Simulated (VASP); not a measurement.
Input of a VASP 6.6.1 run:

The input POSCAR:

```
ZnO
1.0
    2.6461709623      0.0000000000      0.0000000000
    0.0000000000      2.6461709623      0.0000000000
    0.0000000000      0.0000000000      2.6461709623
Zn O
1 1
Direct
    0.0000000000      0.0000000000      0.0000000000
    0.5000000000      0.5000000000      0.5000000000
```

Contents of INCAR.step1:

```
SYSTEM = ZnO
  PREC = Accurate
  ENCUT = 520
  EDIFF = 1E-5
  ISMEAR = -1
  SIGMA = 0.02
  LREAL = .False.
  LASPH = .True.
  NELM = 60
  ALGO = Normal
  ISIF = 2
  LWAVE = .True.
  NBANDS = 16
  GGA = PE
```

File INCAR.step2:

```
SYSTEM = ZnO
  PREC = Accurate
  ENCUT = 520
  EDIFF = 1E-7
  ISMEAR = -1
  SIGMA = 0.02
  LREAL = .False.
  LASPH = .True.
  NELM = 60
  ALGO = Normal
  ISIF = 2
  LWAVE = .False.
  LCHARG = .True.
  GGA = PE
  LHFCALC = .True.
  HFSCREEN = 0.2079
  PRECFOCK = Normal
  LELF = .True.
  LVHAR = .True.
  NBANDS = 16
  ISTART = 1
```

File KPOINTS:

```
Automatic mesh
0
Gamma
  4 4 4
  0 0 0
```

Potentials or basis: VASP PAW PBE potentials, release 64 (Zn, O).

Command:

```console
$ cat potpaw_PBE.64/Zn/POTCAR potpaw_PBE.64/O/POTCAR > POTCAR
$ cp INCAR.step1 INCAR
$ mpirun -np 1 vasp_std > vasp.out
$ cp INCAR.step2 INCAR
$ mpirun -np 1 vasp_std > vasp.out
```

Question: What does it give for the band gap on the k mesh?

Answer: 0.85 eV (least direct gap 2.17 eV).

Question: Predict the pressure.

Answer: 1.1 GPa.

Caveat: the k points lie up to 0.59 Å⁻¹ apart; the PAW data sets were made with another functional, which shifts forces and pressure a little. A k mesh can miss the band edges.
